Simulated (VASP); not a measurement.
**Cs: single point with PBEsol**

Crystal: Cs.

```
Cs
1.0
     0.00000    5.45602    5.45602
     5.45602    0.00000    5.45602
     5.45602    5.45602    0.00000
Cs
2
Direct
  0.12500 0.12500 0.12500
  0.87500 0.87500 0.87500
```

This isn't the form of Cs at room conditions, which is bcc.

```yaml
Program: VASP 6.6.1
Task: single point
Functional: PBEsol
Potentials_or_basis: VASP PAW PBE potentials, release 64 (Cs_sv)
Cutoff: 520 eV
k_mesh: 6 × 6 × 6
Occupations: fermi-dirac, width 0.1 eV
Spin: no spin polarisation
```

The pressure is 0.0 GPa and the band gap on the k mesh is zero (bands 9 and 10 overlap by 0.10 eV).

Levels at points of the mesh, in eV from the Fermi level:
```
           k point  band 5  band 6  band 7  band 8  band 9  band 10  band 11  band 12  band 13  band 14
(0.00, 0.00, 0.00)  -11.17  -11.03  -11.03  -11.03   -1.41     1.33     1.33     1.40     1.40     1.40
(0.50, 0.00, 0.00)  -11.16  -11.04  -11.01  -11.01   -0.56     0.03     1.11     1.11     1.31     1.66
(0.50, 0.50, 0.00)  -11.10  -11.10  -11.00  -11.00    0.04     0.04     0.62     0.62     1.59     1.59
```

It took 2.4 min on 1 thread of Intel(R) Xeon(R) Platinum 8375C CPU @ 2.90GHz (Ice Lake), with other jobs on the host, peak memory 0.49 GiB.

Caveat: the PAW data sets were made with another functional, which shifts forces and pressure a little; spin-orbit coupling is left out, which moves the levels of the heavy elements.
